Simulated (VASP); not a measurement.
A run of VASP 6.6.1:

INCAR

```
ALGO = Normal
EDIFF = 1E-6
ENCUT = 500
GGA = PE
GGA_COMPAT = F
ISIF = 2
ISMEAR = -1
LASPH = T
LCHARG = F
LREAL = F
LWAVE = F
NBANDS = 67
NELM = 120
PREC = Accurate
SIGMA = 0.1
```

File KPOINTS:

```
k-points
0
Gamma
  3 3 4
```

Contents of POSCAR:

```
YTlPb
1.0
    4.0577550000      7.0282370000      0.0000000000
   -4.0577550000      7.0282370000      0.0000000000
    0.0000000000      0.0000000000      4.9725750000
Tl Y Pb
3 3 3
Direct
    0.3333000000      0.3334000000      0.5000000000
    0.6667000000      0.6666000000      0.5000000000
    0.0000000000      0.0000000000      0.0000000000
    0.5712000000      0.4288000000      0.0000000000
    0.4288000000      0.0000000000      0.0000000000
    0.0000000000      0.5712000000      0.0000000000
    0.2442000000      0.7558000000      0.5000000000
    0.7558000000      0.0000000000      0.5000000000
    0.0000000000      0.2442000000      0.5000000000
```

Potentials or basis: VASP PAW PBE potentials, release 64 (Tl_d, Y_sv, Pb_d).

Run with:

```sh
$ cat potpaw_PBE.64/Tl_d/POTCAR potpaw_PBE.64/Y_sv/POTCAR potpaw_PBE.64/Pb_d/POTCAR > POTCAR
$ mpirun -np 1 vasp_std > vasp.out
```

Hardware: 1 thread of Intel Xeon 8259CL (shared host).

**Question.** Estimate the wall time of this run.

**Answer.** Wall time 9.4 min on 1 thread of Intel Xeon 8259CL (shared host), peak memory 0.46 GiB. Counts: scf iterations 15, k points 12.
